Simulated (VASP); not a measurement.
# PbSe: single point with revPBE+D4

The system is PbSe.

```xyz
2
Lattice="0.0000 2.9217 2.9217 2.9217 0.0000 2.9217 2.9217 2.9217 0.0000" Properties=species:S:1:pos:R:3 pbc="T T T"
Pb    0.0000    0.0000    0.0000
Se    2.9217    2.9217    2.9217
```

| Quantity | Value |
| --- | --- |
| Program | VASP 6.6.1 |
| Task | single point |
| Functional | revPBE |
| Dispersion | D4 |
| Potentials or basis | VASP PAW PBE potentials, release 64 (Pb_d, Se) |
| Cutoff | 500 eV |
| k mesh | 7 × 7 × 7 |
| Occupations | gaussian, width 0.01 eV |
| Spin | no spin polarisation |
| Dipole correction | no |
| Further INCAR settings | ALGO = Normal; EDIFF = 1e-06; NBANDS = 17 |

- Pressure: 9.9 GPa
- Dispersion energy per atom: -0.710 eV

Levels at points of the mesh, in eV from the Fermi level:
| k point | band 7 | band 8 | band 9 | band 10 | band 11 | band 12 | band 13 | band 14 |
| --- | --- | --- | --- | --- | --- | --- | --- | --- |
| (0.00, 0.00, 0.00) | -5.82 | -2.39 | -2.39 | -2.39 | 5.24 | 5.24 | 5.24 | 6.38 |

It took 24 s on 1 thread of Intel(R) Xeon(R) 6975P-C (Granite Rapids) (shared host), peak memory 0.17 GiB.

Caveat: this odd mesh misses L, so gap, dielectric constants and Born charges aren't listed; the cell stands under pressure; the PAW data sets were made with another functional, which shifts forces and pressure a little; spin-orbit coupling is left out, which moves the levels of the heavy elements.
